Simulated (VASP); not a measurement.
The system is V.

```xyz
1
Lattice="0.0000 1.9050 1.9050 1.9050 0.0000 1.9050 1.9050 1.9050 0.0000" Properties=species:S:1:pos:R:3 pbc="T T T"
V     0.0000    0.0000    0.0000
```

```yaml
Program: VASP 6.6.1
Task: relaxation of cell and atoms
Functional: PBEsol
Potentials_or_basis: VASP PAW PBE potentials, release 64 (V_sv)
Cutoff: 600 eV
k_mesh: 14 × 14 × 14
Occupations: fermi-dirac, width 0.1 eV
Spin: no spin polarisation
```

At the start: pressure -5.4 GPa; volume 13.83 Å³/atom.

Question: Where does the relaxation end?

Answer: Over 3 steps the energy falls by 7.1 meV/atom and the volume is 13.42 Å³/atom (-2.9 %); space group Fm-3m (No. 225, to 0.05 Å).

Step by step:
```tsv
step	energy change (eV)	largest force (eV/Å)	pressure (GPa)	volume (Å³)
1	0.0000	0.0000	-5.37	13.83
2	0.0044	0.0000	7.65	12.92
3	-0.0071	0.0000	-0.06	13.42
```

Final structure:
```cif
data_structure
_symmetry_space_group_name_H-M 'P 1'
_symmetry_Int_Tables_number 1
_cell_length_a 2.6673
_cell_length_b 2.6673
_cell_length_c 2.6673
_cell_angle_alpha 60.000
_cell_angle_beta 60.000
_cell_angle_gamma 60.000
_cell_volume 13.42
loop_
_atom_site_label
_atom_site_type_symbol
_atom_site_fract_x
_atom_site_fract_y
_atom_site_fract_z
_atom_site_occupancy
V1 V 0.00000 0.00000 0.00000 1
```

Caveat: the PAW data sets were made with another functional, which shifts forces and pressure a little.
